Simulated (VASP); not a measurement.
## BN: single point with r2SCAN

The system is BN.

```
B N
1.0
     2.55394    0.00000    0.00000
    -1.27697    2.21178    0.00000
     0.00000    0.00000    4.22685
B N
2 2
Direct
  0.66667 0.33333 0.99972
  0.33333 0.66667 0.49972
  0.66667 0.33333 0.67851
  0.33333 0.66667 0.17851
```

This cell differs from its parent crystal: all N atoms moved +0.225 Å, as atom 3 along Cartesian [0 0 1].

| Quantity | Value |
| --- | --- |
| Program | VASP 6.6.1 |
| Task | single point |
| Functional | r2SCAN |
| Potentials or basis | VASP PAW PBE potentials, release 64 (B, N) |
| Cutoff | 520 eV |
| k mesh | 12 × 12 × 6 |
| Occupations | gaussian, width 0.05 eV |
| Spin | no spin polarisation |

```json
{
 "Pressure": "13.7 GPa",
 "Largest force": "7.813 eV/Å",
 "Band gap on the k mesh": "2.27 eV, indirect (least direct gap 6.66 eV)"
}
```

Forces in eV/Å, atoms in the order of the input:
```
B    0.000  0.000  7.813
B    0.000  0.000  7.813
N    0.000  0.000 -7.813
N    0.000  0.000 -7.813
```

Stress tensor (GPa, compression positive):
```
 2.81  0.00  0.00
 0.00  2.81  0.00
 0.00  0.00 35.35
```

Levels at points of the mesh, in eV from the valence-band top:
| k point | band 5 | band 6 | band 7 | band 8 | band 9 | band 10 | band 11 | band 12 |
| --- | --- | --- | --- | --- | --- | --- | --- | --- |
| (0.00, 0.00, 0.00) | -2.75 | -2.75 | 0.00 | 0.00 | 7.67 | 7.67 | 9.50 | 9.58 |
| (0.50, 0.00, 0.00) | -8.27 | -6.91 | -5.58 | -1.56 | 5.55 | 6.50 | 7.35 | 10.49 |
| (0.00, 0.00, 0.50) | -1.58 | -1.58 | -1.58 | -1.58 | 9.52 | 9.52 | 9.86 | 9.86 |
| (0.50, 0.00, 0.50) | -5.72 | -5.72 | -4.03 | -4.03 | 5.72 | 5.72 | 10.51 | 10.51 |

Run time: 98 s on 1 thread of AMD EPYC 7R43 64-Core Processor (Zen 3), with other jobs on the host, peak memory 0.11 GiB.

Caveat: the cell differs from its parent crystal (all N atoms moved +0.225 Å, as atom 3 along Cartesian [0 0 1]); the PAW data sets were made with another functional, which shifts forces and pressure a little. A k mesh can miss the band edges.
